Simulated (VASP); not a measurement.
**NaH: single point with PBE**

The system is NaH.

```xyz
8
Lattice="3.4857 0.0000 0.0000 -1.7429 3.0187 0.0000 0.0000 0.0000 11.8604" Properties=species:S:1:pos:R:3 pbc="T T T"
Na    1.7429    1.0062   10.4144
Na    0.0000    2.0125    1.4460
Na    0.0000    2.0125    4.4842
Na    1.7429    1.0062    7.3762
H     0.0000    0.0000    0.0000
H     0.0000    0.0000    5.9302
H     1.7429    1.0062    2.9651
H     0.0000    2.0125    8.8953
```

- Program: VASP 6.6.1
- Task: single point
- Functional: PBE
- Potentials or basis: VASP PAW PBE potentials, release 64 (Na_pv, H)
- Cutoff: 500 eV
- k mesh: 12 × 12 × 2
- Occupations: gaussian, width 0.02 eV
- Spin: no spin polarisation
- Dipole correction: no
- Further INCAR settings: ALGO = Normal; EDIFF = 1e-06; NBANDS = 26

```yaml
Pressure: -1.9 GPa
Largest_force: 0.007 eV/Å
Band_gap_on_the_k_mesh: 3.37 eV (least direct gap 3.99 eV)
```

Forces on the atoms (eV/Å):
```
Na   0.000  0.000  0.007
Na   0.000  0.000 -0.007
Na   0.000  0.000  0.007
Na   0.000  0.000 -0.007
H    0.000  0.000  0.000
H    0.000  0.000  0.000
H    0.000  0.000  0.000
H    0.000  0.000  0.000
```

Stress tensor (GPa, compression positive):
```
-1.84  0.00  0.00
 0.00 -1.84  0.00
 0.00  0.00 -1.98
```

Levels at points of the mesh, in eV from the valence-band top:
```csv
k point,band 13,band 14,band 15,band 16,band 17,band 18,band 19,band 20
"(0.00, 0.00, 0.00)",-3.35,-2.56,-2.34,-0.96,3.37,6.40,6.44,9.53
"(0.50, 0.00, 0.00)",-0.81,-0.60,-0.43,-0.16,3.83,3.97,4.88,5.17
"(0.00, 0.00, 0.50)",-3.12,-3.12,-1.52,-1.52,4.34,4.34,8.60,8.60
"(0.50, 0.00, 0.50)",-0.73,-0.73,-0.27,-0.27,4.03,4.03,4.74,4.74
```

Run time: 74 s on 1 thread of Intel(R) Xeon(R) Platinum 8488C (Sapphire Rapids) (shared host), peak memory 0.28 GiB.

A k mesh can miss the band edges.
